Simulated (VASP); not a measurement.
# Zr3Sb4 (P1) in VASP: single point with PBE

Aim: the single point of Zr3Sb4 with PBE.

All numbers are computed with VASP 6.6.1; they aren't measurements. Logs are shortened: lines on timing, memory, paths and dates and some standing lists are left out, and cuts for length are marked.

## 1. The cell of the first run

The typed cell holds 7 atoms: a = 5.450 Å, b = 5.976 Å, c = 5.434 Å, α = 75.67°, β = 89.37°, γ = 91.77°.

## 2. Single point, PBE

INCAR reads:

```
  ALGO = Normal
  EDIFF = 1E-6
  ENCUT = 520
  GGA = PE
  ISIF = 2
  ISMEAR = 0
  LASPH = True
  LCHARG = False
  LREAL = False
  LWAVE = False
  NBANDS = 37
  NELM = 80
  PREC = Accurate
  SIGMA = 0.1
```

KPOINTS reads:

```
k-points
0
Gamma
  2 2 2
```

POSCAR reads:

```
Zr3Sb4
1.0
    5.4488837580     -0.0864869756      0.0351591821
   -0.0950809503      5.9334096784      0.7056800879
    0.0367933665      0.7149843000      5.3866344947
Zr Sb
3 4
Direct
    0.1840670180      0.1209210644      0.3856657941
    0.6731197334     -0.1209776901      0.1858126223
   -0.0713360429      0.5002382237     -0.2143672644
    0.1547794036      0.6730757121      0.2293827738
    0.7024120546      0.3268398909      0.3420803137
    0.3686371633      0.2306193386      0.8559151753
    0.4883206702      0.7692834604      0.7155105851
```

Potentials or basis: VASP PAW PBE potentials, release 64 (Zr_sv, Sb).

The run is started by

```console
$ cat potpaw_PBE.64/Zr_sv/POTCAR potpaw_PBE.64/Sb/POTCAR > POTCAR
$ mpirun -np 1 vasp_std > vasp.out
```

OUTCAR:

```text
EDIFF = 1E-6
   ENCUT = 520
   GGA = PE
   ISIF = 2
   ISMEAR = 0
   LASPH = True
   LREAL = False
   NELM = 80
   PREC = Accurate

 ion  position               nearest neighbor table
   1  0.184  0.121  0.386-   5 2.92   6 2.95   7 2.97   6 2.97   4 3.00   5 3.03   4 3.21   2 3.37
                             2 3.41   3 3.79   3 3.79
   2  0.673  0.879  0.186-   4 2.92   7 2.95   6 2.97   7 2.97   5 3.00   4 3.03   5 3.21   1 3.37
                             1 3.41   3 3.79   3 3.79
   3  0.929  0.500  0.786-   7 2.91   6 2.91   4 3.10   5 3.10   4 3.16   5 3.17   7 3.38   6 3.38
                             2 3.79   1 3.79   2 3.79   1 3.79
   4  0.155  0.673  0.229-   2 2.92   1 3.00   2 3.03   3 3.10   5 3.12   3 3.16   1 3.21   7 3.23
                             7 3.38   6 3.60   5 3.65
   5  0.702  0.327  0.342-   1 2.92   2 3.00   1 3.03   3 3.10   4 3.12   3 3.17   2 3.21   6 3.23
                             6 3.38   7 3.60   4 3.65
   6  0.369  0.231  0.856-   3 2.91   1 2.95   2 2.97   1 2.97   7 3.12   7 3.16   5 3.23   5 3.38
                             3 3.38   4 3.60
   7  0.488  0.769  0.716-   3 2.91   2 2.95   1 2.97   2 2.97   6 3.12   6 3.16   4 3.23   3 3.38
                             4 3.38   5 3.60

  LATTYP: Found a triclinic cell.
 ALAT       =     7.6531932311
 B/A-ratio  =     0.7120796962
 C/A-ratio  =     1.7819582897
 COS(alpha) =     0.0047142179
 COS(beta)  =     0.6462207337
 COS(gamma) =     0.7042145458

  Lattice vectors:

 A1 = (   5.4120903915,  -0.8014712756,  -5.3514753126)
 A2 = (   5.4488837580,  -0.0864869756,   0.0351591821)
 A3 = (   0.0214942173,  -7.3633782784, -11.4789490773)

Analysis of symmetry for initial positions (statically):
=====================================================================
 Subroutine PRICEL returns:
 Original cell was already a primitive cell.

 Routine SETGRP: Setting up the symmetry group for a
 triclinic supercell.

 Subroutine GETGRP returns: Found  1 space group operations
 (whereof  1 operations were pure point group operations)
 out of a pool of  2 trial point group operations.

The static configuration has the point symmetry C_1 .

Analysis of symmetry for dynamics (positions and initial velocities):
=====================================================================
 Subroutine PRICEL returns:
 Original cell was already a primitive cell.

 Routine SETGRP: Setting up the symmetry group for a
 triclinic supercell.

 Subroutine GETGRP returns: Found  1 space group operations
 (whereof  1 operations were pure point group operations)
 out of a pool of  2 trial point group operations.

The dynamic configuration has the point symmetry C_1 .

 Subroutine INISYM returns: Found  1 space group operations
 (whereof  1 operations are pure point group operations),
 and found     1 'primitive' translations

----------------------------------------------------------------------------------------

                                     Primitive cell

  volume of cell :     171.3465

  direct lattice vectors                    reciprocal lattice vectors
     5.448883758 -0.086486976  0.035159182     0.183584457  0.003140599 -0.001670833
    -0.095080950  5.933409678  0.705680088     0.002865608  0.171289446 -0.022755340
     0.036793367  0.714984300  5.386634495    -0.001573688 -0.022460401  0.188636659

  length of vectors
     5.449683511  5.975983198  5.434002897     0.183618920  0.172818088  0.189975618

  position of ions in fractional coordinates (direct lattice)
     0.184067018  0.120921064  0.385665794
     0.673119733  0.879022310  0.185812622
     0.928663957  0.500238224  0.785632736
     0.154779404  0.673075712  0.229382774
     0.702412055  0.326839891  0.342080314
     0.368637163  0.230619339  0.855915175
     0.488320670  0.769283460  0.715510585

  ion indices of the primitive-cell ions
   primitive index   ion index
                 1           1
                 2           2
                 3           3
                 4           4
                 5           5
                 6           6
                 7           7

----------------------------------------------------------------------------------------

 KPOINTS: k-points

Automatic generation of k-mesh.
 Grid dimensions read from file:
 generate k-points for:    2    2    2

 Generating k-lattice:

  Cartesian coordinates                     Fractional coordinates (reciprocal lattice)
     0.091792229  0.001570299 -0.000835417     0.500000000  0.000000000  0.000000000
     0.001432804  0.085644723 -0.011377670     0.000000000  0.500000000 -0.000000000
    -0.000786844 -0.011230201  0.094318330     0.000000000  0.000000000  0.500000000

  Length of vectors
     0.091809460  0.086409044  0.094987809

  Shift w.r.t. Gamma in fractional coordinates (k-lattice)
     0.000000000  0.000000000  0.000000000

 Subroutine IBZKPT returns following result:
 ===========================================

 Found      8 irreducible k-points:

 Following reciprocal coordinates:
            Coordinates               Weight
  0.000000  0.000000  0.000000      1.000000
  0.500000  0.000000  0.000000      1.000000
  0.000000  0.500000  0.000000      1.000000
  0.500000  0.500000  0.000000      1.000000
  0.000000 -0.000000  0.500000      1.000000
  0.500000 -0.000000  0.500000      1.000000
  0.000000  0.500000  0.500000      1.000000
  0.500000  0.500000  0.500000      1.000000
   k-points           NKPTS =      8   k-points in BZ     NKDIM =      8   number of bands    NBANDS=     37
   number of dos      NEDOS =    301   number of ions     NIONS =      7
   total plane-waves  NPLWV =  80640
   dimension x,y,z NGX =    42 NGY =   48 NGZ =   40
   dimension x,y,z NGXF=    84 NGYF=   96 NGZF=   80
   ions per type =               3   4
   NGX,Y,Z   is equivalent  to a cutoff of  12.81, 13.35, 12.24 a.u.
   NGXF,Y,Z  is equivalent  to a cutoff of  25.62, 26.71, 24.47 a.u.
 SYSTEM =  unknown system
   PREC   = accura    normal or accurate (medium, high low for compatibility)
   ISTART =      0    job   : 0-new  1-cont  2-samecut
   ICHARG =      2    charge: 1-file 2-atom 10-const
   ISPIN  =      1    spin polarized calculation?
   LNONCOLLINEAR =      F non collinear calculations
   LSORBIT =      F    spin-orbit coupling
   LASPH  =      T    aspherical Exc in radial PAW
   ENCUT  =  520.0 eV  38.22 Ry    6.18 a.u.  10.13 11.11 10.10*2*pi/ulx,y,z
   NELM   =     80;   NELMIN=  2; NELMDL= -5     # of ELM steps
   EDIFF  = 0.1E-05   stopping-criterion for ELM
   LREAL  =      F    real-space projection
   EDIFFG = 0.1E-04   stopping-criterion for IOM
   NSW    =      0    number of steps for IOM
   IBRION =     -1    ionic relax: 0-MD 1-quasi-New 2-CG
   NFREE  =      0    steps in history (QN), initial steepest desc. (CG)
   ISIF   =      2    stress and relaxation
   ISYM   =      2    0-nonsym 1-usesym 2-fastsym
   POTIM  = 0.5000    time-step for ionic-motion
   TEBEG  =    0.0;   TEEND  =   0.0 temperature during run
   PSTRESS=    0.0 pullay stress
   NELECT =      56.0000    total number of electrons
   NUPDOWN=      -1.0000    fix difference up-down
   EMIN   =  10.00;   EMAX   =-10.00  energy-range for DOS
   EFERMI =   0.00;   METHOD = LEGACY
   ISMEAR =     0;   SIGMA  =   0.10  broadening in eV -4-tet -1-fermi 0-gaus
   EFERMI_NEDOS =   21; number of points for ismear=-14 and -15
   IALGO  =     38    algorithm
   IMIX   =      4    mixing-type and parameters
     AMIX     =   0.40;   BMIX     =  1.00
     AMIX_MAG =   1.60;   BMIX_MAG =  1.00
  volume/ion in A,a.u.               =      24.48       165.19
  Fermi-wavevector in a.u.,A,eV,Ry     =   1.127662  2.130973 17.301472  1.271622
  Thomas-Fermi vector in A             =   2.264349
   LORBIT       =      0    0 simple, 1 ext, 2 COOP (PROOUT), +10 PAW based schemes
   GGA     = PE    functional components
   LHFCALC =     F    Hartree Fock is set to
   AEXX    =    0.0000 exact exchange contribution
   IVDW    =     0    specifies the selected vdW correction
   LEPSILON=     F    determine dielectric tensor
   LRPA    =     F    only Hartree local field effects (RPA)
 non-spin polarized calculation
 Gauss-broadening in eV      SIGMA  =   0.10
  energy-cutoff  :      520.00
  volume of cell :      171.35
 maximum number of plane-waves:      4630
 NGX is ok and might be reduce to    42
   NGX = 21   NGY = 23   NGZ = 21

 number of electron      55.9999999 magnetization

 Free energy of the ion-electron system (eV)
  ---------------------------------------------------
  ext. energy  EPLUGINS =         0.00000000
  ---------------------------------------------------
  free energy    TOTEN  =       -45.79716899 eV

  energy without entropy =      -45.79292224  energy(sigma->0) =      -45.79504561

 E-fermi :   9.0082     XC(G=0): -10.6462

 val. band max:        8.8906855017   @ k =   0.5000   0.0000   0.0000
 cond. band min:       9.1560255867   @ k =   0.0000   0.5000   0.5000
 fundamental gap:      0.2653400851
 Fermi energy:         9.0082373342

 k-point     1 :       0.0000    0.0000    0.0000
  band No.  band energies     occupation
      1     -40.3568      2.00000
      2     -40.0791      2.00000
      3     -40.0544      2.00000
      4     -18.4645      2.00000
      5     -18.3896      2.00000
      6     -18.3142      2.00000
[... 29 lines left out ...]
     36      11.6081      0.00000
     37      12.0679      0.00000

 k-point     2 :       0.5000    0.0000    0.0000
  band No.  band energies     occupation
      1     -40.3568      2.00000
      2     -40.0681      2.00000
      3     -40.0654      2.00000
      4     -18.4693      2.00000
      5     -18.3913      2.00000
      6     -18.3121      2.00000
[... 29 lines left out ...]
     36      11.4293      0.00000
     37      11.7785      0.00000
[... 198 lines left out ...]
     36      11.6444      0.00000
     37      11.9340      0.00000

 k-point     8 :       0.5000    0.5000    0.5000
  band No.  band energies     occupation
      1     -40.3567      2.00000
      2     -40.0680      2.00000
      3     -40.0655      2.00000
      4     -18.4711      2.00000
      5     -18.3906      2.00000
      6     -18.3341      2.00000
[... 29 lines left out ...]
     36      11.5911      0.00000
     37      11.6560      0.00000

------------------------ aborting loop because EDIFF is reached ----------------------------------------

  FORCE on cell =-STRESS in cart. coord.  units (eV):
  Direction    XX          YY          ZZ          XY          YZ          ZX
  --------------------------------------------------------------------------------------
  -------------------------------------------------------------------------------------
  Total        0.0032045     -0.1273932     -0.0122106     -0.0302229      0.0288974     -0.0091841
  in kB        0.0299641     -1.1911918     -0.1141751     -0.2825996      0.2702058     -0.0858761
  external PRESSURE =      -0.4251343 kB  Pullay stress =       0.0000000 kB

 VOLUME and BASIS-vectors are now :
 -----------------------------------------------------------------------------
  energy-cutoff  :      520.00
  volume of cell :      171.35
      direct lattice vectors                 reciprocal lattice vectors
     5.448883758 -0.086486976  0.035159182     0.183584457  0.003140599 -0.001670833
    -0.095080950  5.933409678  0.705680088     0.002865608  0.171289446 -0.022755340
     0.036793367  0.714984300  5.386634495    -0.001573688 -0.022460401  0.188636659

 POSITION                                       TOTAL-FORCE (eV/Angst)
 -----------------------------------------------------------------------------------
      1.00565      0.97730      2.16924        -0.005528      0.007582     -0.006933
      3.59101      5.29024      1.64488         0.004100     -0.006814      0.006091
      5.04152      3.44952      4.61758        -0.000941     -0.002024      0.000672
      0.78782      4.14425      1.71602         0.003327     -0.001404     -0.006222
      3.80887      2.12311      2.09800        -0.005101      0.002589      0.005372
      2.01823      1.94844      4.78621        -0.001411     -0.006242     -0.001052
      2.61398      5.03382      4.41423         0.005554      0.006314      0.002072
 -----------------------------------------------------------------------------------
    total drift:                                0.000063      0.000046      0.000108

  FREE ENERGIE OF THE ION-ELECTRON SYSTEM (eV)
  ---------------------------------------------------
  free  energy   TOTEN  =       -45.7971689866 eV

  energy  without entropy=      -45.7929222424  energy(sigma->0) =      -45.79504561
```

It took 36 s on 1 thread of Intel Xeon 6975P-C (Granite Rapids), shared host; peak memory 0.27 GiB.

Results:

```
Free energy            : -45.7972 eV
Pressure               : 0.0 GPa
Largest force          : 0.012 eV/Å
Band gap on the k mesh : zero (bands 28 and 29 overlap by 0.49 eV)
```

Forces on the atoms (eV/Å):
```
Zr  -0.006  0.008 -0.007
Zr   0.004 -0.007  0.006
Zr  -0.001 -0.002  0.001
Sb   0.003 -0.001 -0.006
Sb  -0.005  0.003  0.005
Sb  -0.001 -0.006 -0.001
Sb   0.006  0.006  0.002
```

Caveat: the k points lie up to 0.60 Å⁻¹ apart; spin-orbit coupling is left out, which moves the levels of the heavy elements.

The gap in the log of VASP goes by the Fermi energy; the results here count the filled bands.